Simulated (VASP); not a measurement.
# Al (I4/mmm) in VASP: single point with PBEsol

Aim: the single point of Al with PBEsol.

Program: VASP 6.6.1. These are calculated values, not measurements. Logs are shortened: lines on timing, memory, paths and dates and some standing lists are left out, and cuts for length are marked.

## Step 1: The cell of the first run

Symmetry: I4/mmm, No. 139, tetragonal system. Conventional cell: a = 3.103 Å, b = 3.103 Å, c = 3.262 Å, α = 90.00°, β = 90.00°, γ = 90.00°. Within 3.6 Å of Al (site symmetry 4/mmm) lie 14 Al at 2.73 to 3.26 Å.

## Step 2: Single point, PBEsol (strain -0.025 along x and y, +0.025 along z)

The input, INCAR:

```
ALGO = Normal ; EDIFF = 1E-6
ENCUT = 520 ; GGA = PS
ISIF = 2 ; ISMEAR = 0
LASPH = T ; LCHARG = T
LELF = T ; LREAL = F
LVHAR = T ; LWAVE = F
NBANDS = 8 ; NELM = 100
PREC = Accurate ; SIGMA = 0.15
```

The input, KPOINTS:

```
k-points
0
Gamma
  20 20 20
```

The input, POSCAR:

```
Al
1.0
   -1.5514382228      1.5514382228      1.6309991572
    1.5514382228     -1.5514382228      1.6309991572
    1.5514382228      1.5514382228     -1.6309991572
Al
1
Direct
    0.0000000000      0.0000000000      0.0000000000
```

Potentials or basis: VASP PAW PBE potentials, release 64 (Al).

Run with:

```bash
cat potpaw_PBE.64/Al/POTCAR > POTCAR
mpirun -np 1 vasp_std > vasp.out
```

OUTCAR:

```text
EDIFF = 1E-6
   ENCUT = 520
   GGA = PS
   ISIF = 2
   ISMEAR = 0
   LASPH = T
   LREAL = F
   NELM = 100
   PREC = Accurate

 ion  position               nearest neighbor table
   1  0.000  0.000  0.000-

  LATTYP: Found a body centered tetragonal cell.
 ALAT       =     3.1028764456
 C/A-ratio  =     1.0512820512

  Lattice vectors:

 A1 = (  -1.5514382228,   1.5514382228,   1.6309991572)
 A2 = (   1.5514382228,  -1.5514382228,   1.6309991572)
 A3 = (   1.5514382228,   1.5514382228,  -1.6309991572)

Analysis of symmetry for initial positions (statically):
=====================================================================
 Subroutine PRICEL returns:
 Original cell was already a primitive cell.

 Routine SETGRP: Setting up the symmetry group for a
 body centered tetragonal supercell.

 Subroutine GETGRP returns: Found 16 space group operations
 (whereof 16 operations were pure point group operations)
 out of a pool of 16 trial point group operations.

The static configuration has the point symmetry D_4h.

Analysis of symmetry for dynamics (positions and initial velocities):
=====================================================================
 Subroutine PRICEL returns:
 Original cell was already a primitive cell.

 Routine SETGRP: Setting up the symmetry group for a
 body centered tetragonal supercell.

 Subroutine GETGRP returns: Found 16 space group operations
 (whereof 16 operations were pure point group operations)
 out of a pool of 16 trial point group operations.

The dynamic configuration has the point symmetry D_4h.

 Subroutine INISYM returns: Found 16 space group operations
 (whereof 16 operations are pure point group operations),
 and found     1 'primitive' translations

----------------------------------------------------------------------------------------

                                     Primitive cell

  volume of cell :      15.7030

  direct lattice vectors                    reciprocal lattice vectors
    -1.551438223  1.551438223  1.630999157     0.000000000  0.322281605  0.306560551
     1.551438223 -1.551438223  1.630999157     0.322281605  0.000000000  0.306560551
     1.551438223  1.551438223 -1.630999157     0.322281605  0.322281605  0.000000000

  length of vectors
     2.733876253  2.733876253  2.733876253     0.444797487  0.444797487  0.455775016

  position of ions in fractional coordinates (direct lattice)
     0.000000000  0.000000000  0.000000000

  ion indices of the primitive-cell ions
   primitive index   ion index
                 1           1

----------------------------------------------------------------------------------------

 KPOINTS: k-points

Automatic generation of k-mesh.
 Grid dimensions read from file:
 generate k-points for:   20   20   20

 Generating k-lattice:

  Cartesian coordinates                     Fractional coordinates (reciprocal lattice)
     0.000000000  0.016114080  0.015328028     0.050000000  0.000000000 -0.000000000
     0.016114080  0.000000000  0.015328028     0.000000000  0.050000000 -0.000000000
     0.016114080  0.016114080  0.000000000     0.000000000  0.000000000  0.050000000

  Length of vectors
     0.022239874  0.022239874  0.022788751

  Shift w.r.t. Gamma in fractional coordinates (k-lattice)
     0.000000000  0.000000000  0.000000000

 Subroutine IBZKPT returns following result:
 ===========================================

 Found    641 irreducible k-points:

 Following reciprocal coordinates:
            Coordinates               Weight
  0.000000  0.000000  0.000000      1.000000
  0.050000  0.000000 -0.000000      8.000000
  0.100000  0.000000 -0.000000      8.000000
  0.150000  0.000000 -0.000000      8.000000
  0.200000  0.000000 -0.000000      8.000000
  0.250000  0.000000  0.000000      8.000000
[... 16 lines left out ...]
 -0.400000  0.050000  0.000000     16.000000
 -0.350000  0.050000  0.000000     16.000000
 [... further k-points ...]
   k-points           NKPTS =    641   k-points in BZ     NKDIM =    641   number of bands    NBANDS=      8
   number of dos      NEDOS =    301   number of ions     NIONS =      1
   total plane-waves  NPLWV =   8000
   dimension x,y,z NGX =    20 NGY =   20 NGZ =   20
   dimension x,y,z NGXF=    40 NGYF=   40 NGZF=   40
   ions per type =               1
   NGX,Y,Z   is equivalent  to a cutoff of  12.16, 12.16, 12.16 a.u.
   NGXF,Y,Z  is equivalent  to a cutoff of  24.32, 24.32, 24.32 a.u.
 SYSTEM =  unknown system
   PREC   = accura    normal or accurate (medium, high low for compatibility)
   ISTART =      0    job   : 0-new  1-cont  2-samecut
   ICHARG =      2    charge: 1-file 2-atom 10-const
   ISPIN  =      1    spin polarized calculation?
   LNONCOLLINEAR =      F non collinear calculations
   LSORBIT =      F    spin-orbit coupling
   LASPH  =      T    aspherical Exc in radial PAW
   ENCUT  =  520.0 eV  38.22 Ry    6.18 a.u.   5.08  5.08  5.08*2*pi/ulx,y,z
   NELM   =    100;   NELMIN=  2; NELMDL= -5     # of ELM steps
   EDIFF  = 0.1E-05   stopping-criterion for ELM
   LREAL  =      F    real-space projection
   EDIFFG = 0.1E-04   stopping-criterion for IOM
   NSW    =      0    number of steps for IOM
   IBRION =     -1    ionic relax: 0-MD 1-quasi-New 2-CG
   NFREE  =      0    steps in history (QN), initial steepest desc. (CG)
   ISIF   =      2    stress and relaxation
   ISYM   =      2    0-nonsym 1-usesym 2-fastsym
   POTIM  = 0.5000    time-step for ionic-motion
   TEBEG  =    0.0;   TEEND  =   0.0 temperature during run
   PSTRESS=    0.0 pullay stress
   NELECT =       3.0000    total number of electrons
   NUPDOWN=      -1.0000    fix difference up-down
   EMIN   =  10.00;   EMAX   =-10.00  energy-range for DOS
   EFERMI =   0.00;   METHOD = LEGACY
   ISMEAR =     0;   SIGMA  =   0.15  broadening in eV -4-tet -1-fermi 0-gaus
   EFERMI_NEDOS =   21; number of points for ismear=-14 and -15
   IALGO  =     38    algorithm
   IMIX   =      4    mixing-type and parameters
     AMIX     =   0.40;   BMIX     =  1.00
     AMIX_MAG =   1.60;   BMIX_MAG =  1.00
  volume/ion in A,a.u.               =      15.70       105.97
  Fermi-wavevector in a.u.,A,eV,Ry     =   0.942875  1.781776 12.095772  0.889014
  Thomas-Fermi vector in A             =   2.070528
   LORBIT       =      0    0 simple, 1 ext, 2 COOP (PROOUT), +10 PAW based schemes
   GGA     = PS    functional components
   LHFCALC =     F    Hartree Fock is set to
   AEXX    =    0.0000 exact exchange contribution
   IVDW    =     0    specifies the selected vdW correction
   LEPSILON=     F    determine dielectric tensor
   LRPA    =     F    only Hartree local field effects (RPA)
 non-spin polarized calculation
 Gauss-broadening in eV      SIGMA  =   0.15
  energy-cutoff  :      520.00
  volume of cell :       15.70
 maximum number of plane-waves:       436
   NGX = 11   NGY = 11   NGZ = 11

 number of electron       3.0000000 magnetization

 Free energy of the ion-electron system (eV)
  ---------------------------------------------------
  ext. energy  EPLUGINS =         0.00000000
  ---------------------------------------------------
  free energy    TOTEN  =        -3.98769272 eV

  energy without entropy =       -3.98236707  energy(sigma->0) =       -3.98502989

 E-fermi :   8.4750     XC(G=0): -10.4425

 val. band max:        8.4652712740   @ k =  -0.4000   0.5000   0.3000
 cond. band min:       8.4797208635   @ k =  -0.3500  -0.4000   0.1500
 fundamental gap:      0.0144495895
 Fermi energy:         8.4750376391

 k-point     1 :       0.0000    0.0000    0.0000
  band No.  band energies     occupation
      1      -2.9969      2.00000
      2      21.6664      0.00000
      3      21.6664      0.00000
      4      22.8439      0.00000
      5      23.5718      0.00000
      6      23.9630      0.00000
      7      23.9630      0.00000
      8      24.4377      0.00000

 k-point     2 :       0.0500    0.0000   -0.0000
  band No.  band energies     occupation
      1      -2.9237      2.00000
      2      20.7438      0.00000
      3      21.2884      0.00000
      4      22.4062      0.00000
      5      23.3498      0.00000
      6      23.8938      0.00000
      7      24.4913      0.00000
      8      24.5830      0.00000

 k-point     3 :       0.1000    0.0000   -0.0000
  band No.  band energies     occupation
      1      -2.7044      2.00000
      2      18.8642      0.00000
      3      20.5479      0.00000
      4      21.6078      0.00000
      5      22.6402      0.00000
      6      23.8252      0.00000
      7      24.6098      0.00000
      8      25.2621      0.00000

 k-point     4 :       0.1500    0.0000   -0.0000
  band No.  band energies     occupation
      1      -2.3395      2.00000
      2      16.7704      0.00000
      3      19.7875      0.00000
      4      20.7391      0.00000
      5      21.9322      0.00000
      6      23.2296      0.00000
      7      25.0141      0.00000
      8      25.4886      0.00000

 k-point     5 :       0.2000    0.0000   -0.0000
  band No.  band energies     occupation
      1      -1.8304      2.00000
      2      14.6788      0.00000
      3      19.1003      0.00000
      4      19.9118      0.00000
      5      21.2595      0.00000
      6      22.5899      0.00000
      7      25.4137      0.00000
      8      26.0367      0.00000

 k-point     6 :       0.2500    0.0000    0.0000
  band No.  band energies     occupation
      1      -1.1787      2.00000
      2      12.6565      0.00000
      3      18.5124      0.00000
      4      19.1756      0.00000
      5      20.6563      0.00000
      6      21.9988      0.00000
      7      25.8649      0.00000
      8      26.7777      0.00000

 k-point     7 :       0.3000    0.0000   -0.0000
  band No.  band energies     occupation
      1      -0.3864      2.00000
      2      10.7300      0.00000
      3      18.0330      0.00000
      4      18.5531      0.00000
      5      20.1468      0.00000
      6      21.4832      0.00000
      7      26.4138      0.00000
      8      27.6491      0.00000

 k-point     8 :       0.3500    0.0000   -0.0000
  band No.  band energies     occupation
      1       0.5438      2.00000
      2       8.9122      0.00004
      3      17.6660      0.00000
      4      18.0549      0.00000
      5      19.7438      0.00000
      6      21.0616      0.00000
      7      27.0618      0.00000
      8      28.6246      0.00000

 k-point     9 :       0.4000    0.0000   -0.0000
  band No.  band energies     occupation
      1       1.6081      2.00000
      2       7.2117      2.00000
      3      17.4126      0.00000
      4      17.6870      0.00000
      5      19.4537      0.00000
      6      20.7493      0.00000
      7      27.7852      0.00000
      8      29.6641      0.00000

 k-point    10 :       0.4500    0.0000   -0.0000
  band No.  band energies     occupation
      1       2.7980      2.00000
      2       5.6396      2.00000
      3      17.2707      0.00000
      4      17.4550      0.00000
      5      19.2790      0.00000
      6      20.5573      0.00000
      7      28.4969      0.00000
      8      30.6486      0.00000
[... 78 lines left out ...]
 k-point    18 :       0.3500    0.0500    0.0000
  band No.  band energies     occupation
      1       1.0879      2.00000
      2       8.1409      1.99837
      3      16.3130      0.00000
      4      17.9453      0.00000
      5      19.9703      0.00000
      6      21.8049      0.00000
      7      27.7683      0.00000
      8      28.8127      0.00000

 k-point    19 :       0.4000    0.0500   -0.0000
  band No.  band energies     occupation
      1       2.2133      2.00000
      2       6.5004      2.00000
      3      16.1164      0.00000
      4      17.6368      0.00000
      5      19.7720      0.00000
      6      21.5141      0.00000
      7      28.5037      0.00000
      8      29.7008      0.00000

 k-point    20 :       0.4500    0.0500   -0.0000
  band No.  band energies     occupation
      1       3.4474      2.00000
      2       5.0052      2.00000
      3      16.0471      0.00000
      4      17.4501      0.00000
      5      19.6980      0.00000
      6      21.3332      0.00000
      7      28.6962      0.00000
      8      30.3646      0.00000

 k-point    21 :       0.5000    0.0500    0.0000
  band No.  band energies     occupation
      1       3.5095      2.00000
      2       4.9367      2.00000
      3      16.1065      0.00000
      4      17.3852      0.00000
      5      19.7492      0.00000
      6      21.2669      0.00000
      7      28.0825      0.00000
      8      30.8941      0.00000

 k-point    22 :      -0.4500    0.0500    0.0000
  band No.  band energies     occupation
      1       2.2728      2.00000
      2       6.4218      2.00000
      3      16.2951      0.00000
      4      17.4416      0.00000
      5      19.9251      0.00000
      6      21.3145      0.00000
      7      27.2514      0.00000
      8      30.8191      0.00000

 k-point    23 :      -0.4000    0.0500    0.0000
  band No.  band energies     occupation
      1       1.1411      2.00000
      2       8.0559      1.99992
      3      16.6127      0.00000
      4      17.6184      0.00000
      5      20.2239      0.00000
      6      21.4699      0.00000
      7      26.4570      0.00000
      8      30.0404      0.00000

 k-point    24 :      -0.3500    0.0500    0.0000
  band No.  band energies     occupation
      1       0.1403      2.00000
      2       9.8115      0.00000
      3      17.0581      0.00000
      4      17.9142      0.00000
      5      20.6418      0.00000
      6      21.7200      0.00000
      7      25.7686      0.00000
      8      29.0824      0.00000

 [... further k-points ...]
[... 5 lines left out ...]
  --------------------------------------------------------------------------------------
  -------------------------------------------------------------------------------------
  Total        0.3539743      0.3539743      0.6051964      0.0000000      0.0000000      0.0000000
  in kB       36.1159926     36.1159926     61.7481855      0.0000000      0.0000000      0.0000000
  external PRESSURE =      44.6600569 kB  Pullay stress =       0.0000000 kB

 VOLUME and BASIS-vectors are now :
 -----------------------------------------------------------------------------
  energy-cutoff  :      520.00
  volume of cell :       15.70
      direct lattice vectors                 reciprocal lattice vectors
    -1.551438223  1.551438223  1.630999157     0.000000000  0.322281605  0.306560551
     1.551438223 -1.551438223  1.630999157     0.322281605  0.000000000  0.306560551
     1.551438223  1.551438223 -1.630999157     0.322281605  0.322281605  0.000000000

 POSITION                                       TOTAL-FORCE (eV/Angst)
 -----------------------------------------------------------------------------------
      0.00000      0.00000      0.00000         0.000000      0.000000      0.000000
 -----------------------------------------------------------------------------------
    total drift:                                0.000000      0.000000      0.000000

  FREE ENERGIE OF THE ION-ELECTRON SYSTEM (eV)
  ---------------------------------------------------
  free  energy   TOTEN  =        -3.9876927159 eV

  energy  without entropy=       -3.9823670681  energy(sigma->0) =       -3.98502989
```

Wall time 18 s (1 thread of Intel Xeon 6975P-C (Granite Rapids), shared host); peak memory 0.17 GiB.

Results:

```yaml
Free_energy: -3.9877 eV
Pressure: 4.5 GPa
```

Levels at points of the mesh, in eV from the Fermi level:
```tsv
k point	band 1	band 2	band 3	band 4	band 5
(0.00, 0.00, 0.00)	-11.47	13.19	13.19	14.37	15.10
(0.50, 0.00, 0.00)	-4.58	-4.06	8.75	8.90	10.75
(0.50, 0.50, 0.00)	-4.33	-3.59	7.70	7.92	9.52
(0.50, 0.50, 0.50)	1.03	2.45	2.45	2.47	3.19
```

Caveat: the cell differs from its parent crystal (strain -0.025 along x and y, +0.025 along z); the PAW data sets were made with another functional, which shifts forces and pressure a little.
